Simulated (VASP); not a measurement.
# MnS (Fm-3m) in VASP: single point with LDA

Aim: the single point of MnS with LDA.

All numbers are computed with VASP 6.6.1; they aren't measurements. Logs are shortened: lines on timing, memory, paths and dates and some standing lists are left out, and cuts for length are marked.

### 1 The cell of the first run

It takes space group Fm-3m (No. 225, cubic). The conventional cell has a = 5.224 Å, b = 5.224 Å, c = 5.224 Å, α = 90.00°, β = 90.00°, γ = 90.00°. Mn (site symmetry m-3m) has 6 S at 2.61 Å within 3.4 Å. S (site symmetry m-3m) has 6 Mn at 2.61 Å within 3.4 Å.

### 2 Single point, LDA, non-collinear spin, twin_end start, spin-orbit coupling

File INCAR:

```
SYSTEM = MnS
PREC = Accurate
ENCUT = 680
EDIFF = 1E-6
ISMEAR = 0
SIGMA = 0.05
LREAL = .False.
LASPH = .True.
NELM = 200
ALGO = Normal
ISIF = 2
LWAVE = .False.
LCHARG = .False.
MAGMOM = 0 0 4.27 0 0 0.22
LORBIT = 11
LSORBIT = .True.
GGA_COMPAT = .False.
LORBMOM = .True.
LMAXMIX = 4
NBANDS = 33
```

File KPOINTS:

```
Automatic mesh
0
Gamma
  6 6 6
  0 0 0
```

File POSCAR:

```
MnS
1.0
    0.0000000000      2.6122498900      2.6122498900
    2.6122498900      0.0000000000      2.6122498900
    2.6122498900      2.6122498900      0.0000000000
Mn S
1 1
Direct
    0.0000000000      0.0000000000      0.0000000000
    0.5000000000      0.5000000000      0.5000000000
```

Potentials or basis: VASP PAW LDA potentials, release 64 (Mn_sv, S).

The run is started by

```sh
cat potpaw_LDA.64/Mn_sv/POTCAR potpaw_LDA.64/S/POTCAR > POTCAR
mpirun -np 1 vasp_ncl > vasp.out
```

OUTCAR:

```text
SYSTEM = MnS
   PREC = Accurate
   ENCUT = 680
   EDIFF = 1E-6
   ISMEAR = 0
   LREAL = .False.
   LASPH = .True.
   NELM = 200
   ISIF = 2
   LORBIT = 11
   LSORBIT = .True.

 ion  position               nearest neighbor table
   1  0.000  0.000  0.000-   2 2.61   2 2.61   2 2.61   2 2.61   2 2.61   2 2.61
   2  0.500  0.500  0.500-   1 2.61   1 2.61   1 2.61   1 2.61   1 2.61   1 2.61

  LATTYP: Found a face centered cubic cell.
 ALAT       =     5.2244997800

  Lattice vectors:

 A1 = (   0.0000000000,   2.6122498900,   2.6122498900)
 A2 = (   2.6122498900,   0.0000000000,   2.6122498900)
 A3 = (   2.6122498900,   2.6122498900,   0.0000000000)

Analysis of symmetry for initial positions (statically):
=====================================================================
 Subroutine PRICEL returns:
 Original cell was already a primitive cell.

 Routine SETGRP: Setting up the symmetry group for a
 face centered cubic supercell.

 Subroutine GETGRP returns: Found 48 space group operations
 (whereof 48 operations were pure point group operations)
 out of a pool of 48 trial point group operations.

The static configuration has the point symmetry O_h .

Analysis of symmetry for dynamics (positions and initial velocities):
=====================================================================
 Subroutine PRICEL returns:
 Original cell was already a primitive cell.

 Routine SETGRP: Setting up the symmetry group for a
 face centered cubic supercell.

 Subroutine GETGRP returns: Found 48 space group operations
 (whereof 48 operations were pure point group operations)
 out of a pool of 48 trial point group operations.

The dynamic configuration has the point symmetry O_h .

Analysis of structural, dynamic, and magnetic symmetry:
=====================================================================
 Subroutine PRICEL returns:
 Original cell was already a primitive cell.

 Routine SETGRP: Setting up the symmetry group for a
 face centered cubic supercell.

 Subroutine GETGRP returns: Found  8 space group operations
 (whereof  8 operations were pure point group operations)
 out of a pool of 48 trial point group operations.

The overall configuration has the point symmetry C_4h.

 Subroutine INISYM returns: Found  8 space group operations
 (whereof  8 operations are pure point group operations),
 and found     1 'primitive' translations
[... 1040 lines left out ...]
      0.00000      0.00000      0.00000        -0.000000      0.000000     -0.000000
      2.61225      2.61225      2.61225         0.000000     -0.000000      0.000000
 -----------------------------------------------------------------------------------
    total drift:                                0.000000     -0.000000     -0.000000

  FREE ENERGIE OF THE ION-ELECTRON SYSTEM (eV)
  ---------------------------------------------------
  free  energy   TOTEN  =       -15.0309118757 eV

  energy  without entropy=      -15.0292815276  energy(sigma->0) =      -15.03009670

 orbital moment (x)

 # of ion     p       d       tot
 ----------------------------------------
  1         0.000   0.000   0.000
  2         0.000   0.000   0.000
 ----------------------------------------
            0.000   0.000   0.000

 orbital moment (y)

 # of ion     p       d       tot
 ----------------------------------------
  1         0.000  -0.000  -0.000
  2         0.000   0.000   0.000
 ----------------------------------------
            0.000  -0.000  -0.000

 orbital moment (z)

 # of ion     p       d       tot
 ----------------------------------------
  1        -0.000   0.014   0.013
  2         0.000   0.000   0.000
 ----------------------------------------
           -0.000   0.014   0.014

 Spin-Orbit-Coupling matrix elements

 Ion:    1  E_soc:     -0.0487672
 l=   1
     0.0000000    -0.0069490    -0.0069462
    -0.0069490     0.0000000    -0.0069490
    -0.0069462    -0.0069490     0.0000000
 l=   2
     0.0000000    -0.0003084     0.0000000    -0.0003084    -0.0003721
    -0.0003084     0.0000000    -0.0009233    -0.0000930    -0.0003055
     0.0000000    -0.0009233     0.0000000    -0.0009233     0.0000000
    -0.0003084    -0.0000930    -0.0009233     0.0000000    -0.0003055
    -0.0003721    -0.0003055     0.0000000    -0.0003055     0.0000000
 l=   3
     0.0000000     0.0000000     0.0000000     0.0000000     0.0000000     0.0000000     0.0000000
     0.0000000     0.0000000     0.0000000     0.0000000     0.0000000     0.0000000     0.0000000
     0.0000000     0.0000000     0.0000000     0.0000000     0.0000000     0.0000000     0.0000000
     0.0000000     0.0000000     0.0000000     0.0000000     0.0000000     0.0000000     0.0000000
     0.0000000     0.0000000     0.0000000     0.0000000     0.0000000     0.0000000     0.0000000
     0.0000000     0.0000000     0.0000000     0.0000000     0.0000000     0.0000000     0.0000000
     0.0000000     0.0000000     0.0000000     0.0000000     0.0000000     0.0000000     0.0000000

 Ion:    2  E_soc:     -0.0018009
 l=   1
     0.0000000    -0.0002862    -0.0003281
    -0.0002862     0.0000000    -0.0002862
    -0.0003281    -0.0002862     0.0000000
 l=   2
     0.0000000     0.0000000     0.0000000     0.0000000     0.0000000
     0.0000000     0.0000000     0.0000000     0.0000000     0.0000000
     0.0000000     0.0000000     0.0000000     0.0000000     0.0000000
     0.0000000     0.0000000     0.0000000     0.0000000     0.0000000
     0.0000000     0.0000000     0.0000000     0.0000000     0.0000000
 l=   3
     0.0000000     0.0000000     0.0000000     0.0000000     0.0000000     0.0000000     0.0000000
     0.0000000     0.0000000     0.0000000     0.0000000     0.0000000     0.0000000     0.0000000
     0.0000000     0.0000000     0.0000000     0.0000000     0.0000000     0.0000000     0.0000000
     0.0000000     0.0000000     0.0000000     0.0000000     0.0000000     0.0000000     0.0000000
     0.0000000     0.0000000     0.0000000     0.0000000     0.0000000     0.0000000     0.0000000
     0.0000000     0.0000000     0.0000000     0.0000000     0.0000000     0.0000000     0.0000000
     0.0000000     0.0000000     0.0000000     0.0000000     0.0000000     0.0000000     0.0000000

 total charge

# of ion       s       p       d       tot
------------------------------------------
    1        2.127   6.005   4.669  12.801
    2        1.331   2.347   0.000   3.678
--------------------------------------------------
tot          3.458   8.352   4.669  16.478

 magnetization (x)

# of ion       s       p       d       tot
------------------------------------------
    1        0.000   0.000   0.000   0.000
    2        0.000   0.000   0.000   0.000
--------------------------------------------------
tot          0.000   0.000   0.000   0.000

 magnetization (y)

# of ion       s       p       d       tot
------------------------------------------
    1        0.000   0.000   0.000   0.000
    2        0.000   0.000   0.000   0.000
--------------------------------------------------
tot          0.000   0.000   0.000   0.000

 magnetization (z)

# of ion       s       p       d       tot
------------------------------------------
    1        0.031   0.016   3.809   3.856
    2        0.024   0.052   0.000   0.076
--------------------------------------------------
tot          0.055   0.068   3.809   3.932
```

OSZICAR:

```text
N       E                     dE             d eps       ncg     rms          rms(c)
DAV:   1     0.364454845836E+03    0.36445E+03   -0.11815E+04  2521   0.271E+03
DAV:   2     0.234345042694E+02   -0.34102E+03   -0.32732E+03  2383   0.643E+02
DAV:   3    -0.123146820168E+02   -0.35749E+02   -0.34243E+02  3154   0.227E+02
DAV:   4    -0.157033994477E+02   -0.33887E+01   -0.33054E+01  4504   0.679E+01
DAV:   5    -0.161454681689E+02   -0.44207E+00   -0.44053E+00  4208   0.179E+01    0.118E+01
DAV:   6    -0.151396104161E+02    0.10059E+01   -0.62337E+00  3728   0.524E+01    0.149E+01
DAV:   7    -0.150453816960E+02    0.94229E-01   -0.11968E+00  4104   0.256E+01    0.718E+00
DAV:   8    -0.150384497801E+02    0.69319E-02   -0.74105E-02  3624   0.370E+00    0.329E+00
DAV:   9    -0.150307870480E+02    0.76627E-02   -0.12074E-02  3728   0.213E+00    0.540E-01
DAV:  10    -0.150308701776E+02   -0.83130E-04   -0.17614E-03  3688   0.739E-01    0.161E-01
DAV:  11    -0.150308850574E+02   -0.14880E-04   -0.50407E-04  3855   0.227E-01    0.790E-02
DAV:  12    -0.150309051901E+02   -0.20133E-04   -0.60917E-05  3448   0.142E-01    0.588E-02
DAV:  13    -0.150309088602E+02   -0.36701E-05   -0.73490E-06  3360   0.490E-02    0.349E-02
DAV:  14    -0.150309117747E+02   -0.29145E-05   -0.15319E-06  2864   0.178E-02    0.922E-03
DAV:  15    -0.150309118757E+02   -0.10103E-06   -0.31333E-07  2056   0.112E-02
   1 F= -.15030912E+02 E0= -.15030097E+02  d E =-.163035E-02  mag=     0.0000    -0.0000     4.4562
```

Run time: 2.9 min. Hardware: 1 thread of AMD EPYC 7R43 (Zen 3), shared host; peak memory 0.24 GiB.

What came out:

```yaml
Free_energy: -15.0309 eV
Pressure: -13.7 GPa
Net_moment: 4.46 μB per cell
Valence_electrons_inside_the_program's_atomic_spheres: Mn 12.80; S 3.68
```

Moments on the atoms (μB; x, y, z):
```
Mn  0.00 0.00 3.86
S   0.00 0.00 0.08
```

Caveat: the cell stands under tension; a cell with one magnetic atom can't hold antiferromagnetic order, which such compounds often take.
